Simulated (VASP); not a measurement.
A run of VASP 6.6.1 is set up as follows.

File INCAR:

```
SYSTEM = HfO2
ALGO = Normal
EDIFF = 1E-6
ENCUT = 520
GGA_COMPAT = .FALSE.
ISIF = 2
ISMEAR = -1
LASPH = .TRUE.
LCHARG = .TRUE.
LMAXMIX = 4
LNONCOLLINEAR = .TRUE.
LORBIT = 11
LORBMOM = .TRUE.
LREAL = .FALSE.
LSORBIT = .TRUE.
LVHAR = .TRUE.
LWAVE = .FALSE.
MAGMOM = 0 0 0 0 0 0 0 0 0
NBANDS = 35
NELM = 150
PREC = Accurate
SIGMA = 0.05
```

KPOINTS

```
k-points
0
G
  9 9 9
  0 0 0
```

The input POSCAR:

```
HfO2
1.0
    0.0000000000      2.5229349520      2.5229349520
    2.5229349520      0.0000000000      2.5229349520
    2.5229349520      2.5229349520      0.0000000000
Hf O
1 2
Direct
    0.0000000000      0.0000000000      0.0000000000
    0.7500000000      0.7500000000      0.7500000000
    0.2500000000      0.2500000000      0.2500000000
```

Potentials or basis: VASP PAW LDA potentials, release 64 (Hf_pv, O).

Command:

```console
$ cat potpaw_LDA.64/Hf_pv/POTCAR potpaw_LDA.64/O/POTCAR > POTCAR
$ mpirun -np 1 vasp_ncl > vasp.out
```

**Question.** Predict the pressure.

**Answer.** -10.0 GPa.

**Question.** Estimate the net moment.

**Answer.** 0.00 μB per cell.

Moments on the atoms (μB; x, y, z):
```
Hf  0.00 0.00 0.00
O   0.00 0.00 0.00
O   0.00 0.00 0.00
```
